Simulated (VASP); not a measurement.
A run of VASP 6.6.1:

Contents of INCAR:

```
PREC = Accurate ; ENCUT = 520
EDIFF = 1E-7 ; ISMEAR = 0
SIGMA = 0.02 ; LREAL = False
LASPH = True ; NELM = 60
ALGO = Normal ; ISIF = 2
LWAVE = False ; LCHARG = True
GGA = PE ; LELF = True
LVHAR = True ; NBANDS = 16
```

File KPOINTS:

```
Automatic mesh
0
Gamma
  8 8 8
```

File POSCAR:

```
CdS
1.0
    0.0000000000      3.0472938000      3.0472938000
    3.0472938000      0.0000000000      3.0472938000
    3.0472938000      3.0472938000      0.0000000000
Cd S
1 1
Direct
    0.0000000000      0.0000000000      0.0000000000
    0.7500000000      0.7500000000      0.7500000000
```

Potentials or basis: VASP PAW PBE potentials, release 64 (Cd, S).

The run is started by

```bash
$ cat potpaw_PBE.64/Cd/POTCAR potpaw_PBE.64/S/POTCAR > POTCAR
$ mpirun -np 1 vasp_std > vasp.out
```

Hardware: 1 thread of Intel Xeon 6975P-C (shared host).

Q: How long does it take, and how much memory?

A: Run time: 15 s on 1 thread of Intel Xeon 6975P-C, on a shared host, peak memory 0.18 GiB. Counts: scf iterations 14, k points 29.
